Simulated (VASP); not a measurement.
# SnBi2O5 (P1) in VASP: single point with PBE

Aim: the single point of SnBi2O5 with PBE.

All numbers are computed with VASP 6.6.1; they aren't measurements. Logs are shortened: lines on timing, memory, paths and dates and some standing lists are left out, and cuts for length are marked.

### 1 The cell of the first run

The typed cell holds 8 atoms: a = 5.484 Å, b = 5.312 Å, c = 8.971 Å, α = 90.58°, β = 88.20°, γ = 117.71°.

### 2 Single point, PBE

The input, INCAR:

```
PREC     = Accurate       # precision mode
ENCUT    = 520            # plane-wave cutoff, eV
EDIFF    = 1E-6           # SCF threshold, eV
ISMEAR   = 0              # smearing method
SIGMA    = 0.1            # smearing width, eV
LREAL    = False          # projectors in reciprocal space
LASPH    = True           # aspherical terms in the spheres
NELM     = 100            # most SCF steps
ALGO     = Normal         # electronic algorithm
ISIF     = 2              # what is computed and relaxed
LWAVE    = False          # write WAVECAR
LCHARG   = True           # write CHGCAR
GGA      = PE             # functional
LELF     = True           # ELF
LVHAR    = True         
NBANDS   = 47             # bands
```

The input, KPOINTS:

```
regular mesh
0
Gamma
  4 4 2
```

The input, POSCAR:

```
SnBi2O5
1.0
   -0.0838207534      2.8699122263      4.6726433064
    0.0244645295      2.7142762555     -4.5656843793
   -8.9702290336      0.0924891237      0.1124167377
Sn Bi O
1 2 5
Direct
    0.3563275641      0.6439847318      0.0000565004
    0.7174749287      0.3110520655      0.7893383342
    0.6888436201      0.3034806843      0.2109936836
    0.4742059792      0.8781451798      0.8104214861
    0.1072597515      0.5611290417      0.1833681270
    0.0648940701      0.3280357362      0.8768006019
    0.6640298399      0.9297022907      0.1289412572
    0.5670585063      0.4043760102      0.0000800097
```

Potentials or basis: VASP PAW PBE potentials, release 64 (Sn_d, Bi_d, O).

Run with:

```sh
> cat potpaw_PBE.64/Sn_d/POTCAR potpaw_PBE.64/Bi_d/POTCAR potpaw_PBE.64/O/POTCAR > POTCAR
> mpirun -np 1 vasp_std > vasp.out
```

OUTCAR:

```text
PREC = Accurate
   ENCUT = 520
   EDIFF = 1E-6
   ISMEAR = 0
   LREAL = False
   LASPH = True
   NELM = 100
   ISIF = 2
   GGA = PE

 ion  position               nearest neighbor table
   1  0.356  0.644  0.000-   5 2.02   4 2.02   6 2.04   7 2.05   8 2.08   3 3.65   2 3.66   3 3.68
                             2 3.68   2 3.68   3 3.71
   2  0.717  0.311  0.789-   6 2.05   4 2.06   8 2.18   1 3.66   1 3.68   1 3.68   3 3.78
   3  0.689  0.303  0.211-   7 2.06   5 2.06   8 2.18   1 3.65   1 3.68   1 3.71   2 3.78
   4  0.474  0.878  0.810-   1 2.02   2 2.06
   5  0.107  0.561  0.183-   1 2.02   3 2.06
   6  0.065  0.328  0.877-   1 2.04   2 2.05
   7  0.664  0.930  0.129-   1 2.05   3 2.06
   8  0.567  0.404  0.000-   1 2.08   3 2.18   2 2.18

  LATTYP: Found a triclinic cell.
 ALAT       =     5.4842517789
 B/A-ratio  =     0.9685233191
 C/A-ratio  =     1.6358494367
 COS(alpha) =     0.0101079268
 COS(beta)  =     0.0313529305
 COS(gamma) =     0.4650186879

  Lattice vectors:

 A1 = (   0.0838207534,  -2.8699122263,  -4.6726433064)
 A2 = (   0.0244645295,   2.7142762555,  -4.5656843793)
 A3 = (   8.9702290336,  -0.0924891237,  -0.1124167377)

Analysis of symmetry for initial positions (statically):
=====================================================================
 Subroutine PRICEL returns:
 Original cell was already a primitive cell.

 Routine SETGRP: Setting up the symmetry group for a
 triclinic supercell.

 Subroutine GETGRP returns: Found  1 space group operations
 (whereof  1 operations were pure point group operations)
 out of a pool of  2 trial point group operations.

The static configuration has the point symmetry C_1 .

Analysis of symmetry for dynamics (positions and initial velocities):
=====================================================================
 Subroutine PRICEL returns:
 Original cell was already a primitive cell.

 Routine SETGRP: Setting up the symmetry group for a
 triclinic supercell.

 Subroutine GETGRP returns: Found  1 space group operations
 (whereof  1 operations were pure point group operations)
 out of a pool of  2 trial point group operations.

The dynamic configuration has the point symmetry C_1 .

 Subroutine INISYM returns: Found  1 space group operations
 (whereof  1 operations are pure point group operations),
 and found     1 'primitive' translations

----------------------------------------------------------------------------------------

                                     Primitive cell

  volume of cell :     231.2477

  direct lattice vectors                    reciprocal lattice vectors
    -0.083820753  2.869912226  4.672643306     0.003145572  0.177093617  0.105298114
     0.024464529  2.714276256 -4.565684379     0.000473702  0.181213760 -0.111292013
    -8.970229034  0.092489124  0.112416738    -0.111507975 -0.001160596 -0.001287467

  length of vectors
     5.484251779  5.311625736  8.971410183     0.206057605  0.212660677  0.111521447

  position of ions in fractional coordinates (direct lattice)
     0.356327564  0.643984732  0.000056500
     0.717474929  0.311052066  0.789338334
     0.688843620  0.303480684  0.210993684
     0.474205979  0.878145180  0.810421486
     0.107259752  0.561129042  0.183368127
     0.064894070  0.328035736  0.876800602
     0.664029840  0.929702291  0.128941257
     0.567058506  0.404376010  0.000080010

  ion indices of the primitive-cell ions
   primitive index   ion index
                 1           1
                 2           2
                 3           3
                 4           4
                 5           5
                 6           6
                 7           7
                 8           8

----------------------------------------------------------------------------------------

 KPOINTS: regular mesh

Automatic generation of k-mesh.
 Grid dimensions read from file:
 generate k-points for:    4    4    2

 Generating k-lattice:

  Cartesian coordinates                     Fractional coordinates (reciprocal lattice)
     0.000786393  0.044273404  0.026324529     0.250000000 -0.000000000 -0.000000000
     0.000118426  0.045303440 -0.027823003     0.000000000  0.250000000 -0.000000000
    -0.055753988 -0.000580298 -0.000643734    -0.000000000  0.000000000  0.500000000

  Length of vectors
     0.051514401  0.053165169  0.055760723

  Shift w.r.t. Gamma in fractional coordinates (k-lattice)
     0.000000000  0.000000000  0.000000000

 Subroutine IBZKPT returns following result:
 ===========================================

 Found     20 irreducible k-points:

 Following reciprocal coordinates:
            Coordinates               Weight
  0.000000  0.000000  0.000000      1.000000
  0.250000  0.000000  0.000000      2.000000
  0.500000  0.000000  0.000000      1.000000
  0.000000  0.250000 -0.000000      2.000000
  0.250000  0.250000  0.000000      2.000000
  0.500000  0.250000 -0.000000      2.000000
[... 12 lines left out ...]
  0.250000  0.500000  0.500000      2.000000
  0.500000  0.500000  0.500000      1.000000
   k-points           NKPTS =     20   k-points in BZ     NKDIM =     20   number of bands    NBANDS=     47
   number of dos      NEDOS =    301   number of ions     NIONS =      8
   total plane-waves  NPLWV = 117600
   dimension x,y,z NGX =    42 NGY =   40 NGZ =   70
   dimension x,y,z NGXF=    84 NGYF=   80 NGZF=  140
   ions per type =               1   2   5
   NGX,Y,Z   is equivalent  to a cutoff of  12.73, 12.52, 12.97 a.u.
   NGXF,Y,Z  is equivalent  to a cutoff of  25.46, 25.04, 25.94 a.u.
 SYSTEM =  unknown system
   PREC   = accura    normal or accurate (medium, high low for compatibility)
   ISTART =      0    job   : 0-new  1-cont  2-samecut
   ICHARG =      2    charge: 1-file 2-atom 10-const
   ISPIN  =      1    spin polarized calculation?
   LNONCOLLINEAR =      F non collinear calculations
   LSORBIT =      F    spin-orbit coupling
   LASPH  =      T    aspherical Exc in radial PAW
   ENCUT  =  520.0 eV  38.22 Ry    6.18 a.u.  10.20  9.88 16.68*2*pi/ulx,y,z
   NELM   =    100;   NELMIN=  2; NELMDL= -5     # of ELM steps
   EDIFF  = 0.1E-05   stopping-criterion for ELM
   LREAL  =      F    real-space projection
   EDIFFG = 0.1E-04   stopping-criterion for IOM
   NSW    =      0    number of steps for IOM
   IBRION =     -1    ionic relax: 0-MD 1-quasi-New 2-CG
   NFREE  =      0    steps in history (QN), initial steepest desc. (CG)
   ISIF   =      2    stress and relaxation
   ISYM   =      2    0-nonsym 1-usesym 2-fastsym
   POTIM  = 0.5000    time-step for ionic-motion
   TEBEG  =    0.0;   TEEND  =   0.0 temperature during run
   PSTRESS=    0.0 pullay stress
   NELECT =      74.0000    total number of electrons
   NUPDOWN=      -1.0000    fix difference up-down
   EMIN   =  10.00;   EMAX   =-10.00  energy-range for DOS
   EFERMI =   0.00;   METHOD = LEGACY
   ISMEAR =     0;   SIGMA  =   0.10  broadening in eV -4-tet -1-fermi 0-gaus
   EFERMI_NEDOS =   21; number of points for ismear=-14 and -15
   IALGO  =     38    algorithm
   IMIX   =      4    mixing-type and parameters
     AMIX     =   0.40;   BMIX     =  1.00
     AMIX_MAG =   1.60;   BMIX_MAG =  1.00
  volume/ion in A,a.u.               =      28.91       195.07
  Fermi-wavevector in a.u.,A,eV,Ry     =   1.119763  2.116046 17.059940  1.253870
  Thomas-Fermi vector in A             =   2.256405
   LORBIT       =      0    0 simple, 1 ext, 2 COOP (PROOUT), +10 PAW based schemes
   GGA     = PE    functional components
   LHFCALC =     F    Hartree Fock is set to
   AEXX    =    0.0000 exact exchange contribution
   IVDW    =     0    specifies the selected vdW correction
   LEPSILON=     F    determine dielectric tensor
   LRPA    =     F    only Hartree local field effects (RPA)
 non-spin polarized calculation
 Gauss-broadening in eV      SIGMA  =   0.10
  energy-cutoff  :      520.00
  volume of cell :      231.25
 maximum number of plane-waves:      6254
 NGX is ok and might be reduce to    42
   NGX = 21   NGY = 19   NGZ = 33

 number of electron      73.9999998 magnetization

 Free energy of the ion-electron system (eV)
  ---------------------------------------------------
  ext. energy  EPLUGINS =         0.00000000
  ---------------------------------------------------
  free energy    TOTEN  =       -45.59445864 eV

  energy without entropy =      -45.59445864  energy(sigma->0) =      -45.59445864

 E-fermi :   0.5945     XC(G=0):  -6.8448

 val. band max:        0.1559232094   @ k =   0.0000   0.0000   0.0000
 cond. band min:       2.5855589632   @ k =   0.5000   0.5000   0.0000
 fundamental gap:      2.4296357538
 Fermi energy:         0.5944850486

 k-point     1 :       0.0000    0.0000    0.0000
  band No.  band energies     occupation
      1     -22.1305      2.00000
      2     -22.0040      2.00000
      3     -21.9710      2.00000
      4     -21.9410      2.00000
      5     -21.7817      2.00000
      6     -21.7671      2.00000
[... 39 lines left out ...]
     46       7.5794      0.00000
     47       7.8384      0.00000

 k-point     2 :       0.2500    0.0000    0.0000
  band No.  band energies     occupation
      1     -22.1274      2.00000
      2     -22.0002      2.00000
      3     -21.9702      2.00000
      4     -21.9439      2.00000
      5     -21.7816      2.00000
      6     -21.7670      2.00000
[... 39 lines left out ...]
     46       7.6956      0.00000
     47       8.3331      0.00000

 k-point     3 :       0.5000    0.0000    0.0000
  band No.  band energies     occupation
      1     -22.1241      2.00000
      2     -21.9981      2.00000
      3     -21.9667      2.00000
      4     -21.9478      2.00000
      5     -21.7815      2.00000
      6     -21.7670      2.00000
[... 839 lines left out ...]
     46       7.5836      0.00000
     47       8.0753      0.00000

 k-point    20 :       0.5000    0.5000    0.5000
  band No.  band energies     occupation
      1     -22.1247      2.00000
      2     -22.0010      2.00000
      3     -21.9668      2.00000
      4     -21.9402      2.00000
      5     -21.7807      2.00000
      6     -21.7664      2.00000
[... 39 lines left out ...]
     46       7.2503      0.00000
     47       7.7668      0.00000

------------------------ aborting loop because EDIFF is reached ----------------------------------------

  FORCE on cell =-STRESS in cart. coord.  units (eV):
  Direction    XX          YY          ZZ          XY          YZ          ZX
  --------------------------------------------------------------------------------------
  -------------------------------------------------------------------------------------
  Total        0.2805859      0.2348105      0.4865234     -0.0799587      0.0519186     -0.0178987
  in kB        1.9440128      1.6268625      3.3708308     -0.5539864      0.3597132     -0.1240094
  external PRESSURE =       2.3139020 kB  Pullay stress =       0.0000000 kB

 VOLUME and BASIS-vectors are now :
 -----------------------------------------------------------------------------
  energy-cutoff  :      520.00
  volume of cell :      231.25
      direct lattice vectors                 reciprocal lattice vectors
    -0.083820753  2.869912226  4.672643306     0.003145572  0.177093617  0.105298114
     0.024464529  2.714276256 -4.565684379     0.000473702  0.181213760 -0.111292013
    -8.970229034  0.092489124  0.112416738    -0.111507975 -0.001160596 -0.001287467

 POSITION                                       TOTAL-FORCE (eV/Angst)
 -----------------------------------------------------------------------------------
     -0.01462      2.77059     -1.27523        -0.002464     -0.000911     -0.008257
     -7.13308      2.97638      2.02107         0.070123      0.019105     -0.062716
     -1.94298      2.82017      1.85684        -0.071572     -0.016911     -0.060514
     -7.28793      3.81941     -1.70243         0.035850     -0.020767      0.010604
     -1.64012      1.84784     -2.04014        -0.029408      0.024815      0.002587
     -7.86252      1.15771     -1.09591        -0.000051     -0.009465      0.047316
     -1.18955      4.44110     -1.12746        -0.006116      0.005579      0.050369
     -0.03836      2.72500      0.80342         0.003640     -0.001445      0.020611
 -----------------------------------------------------------------------------------
    total drift:                               -0.000081     -0.000476      0.000170

  FREE ENERGIE OF THE ION-ELECTRON SYSTEM (eV)
  ---------------------------------------------------
  free  energy   TOTEN  =       -45.5944586383 eV

  energy  without entropy=      -45.5944586383  energy(sigma->0) =      -45.59445864
```

It took 2.2 min on 1 thread of Intel Xeon 6975P-C (Granite Rapids), shared host; peak memory 0.44 GiB.

What came out:

```yaml
Free_energy: -45.5945 eV
Pressure: 0.2 GPa
Largest_force: 0.096 eV/Å
Band_gap_on_the_k_mesh: 2.43 eV (least direct gap 2.46 eV)
```

Forces on the atoms (eV/Å):
```
Sn  -0.002 -0.001 -0.008
Bi   0.070  0.019 -0.063
Bi  -0.072 -0.017 -0.061
O    0.036 -0.021  0.011
O   -0.029  0.025  0.003
O    0.000 -0.009  0.047
O   -0.006  0.006  0.050
O    0.004 -0.001  0.021
```

Caveat: spin-orbit coupling is left out, which moves the levels of the heavy elements. A k mesh can miss the band edges.
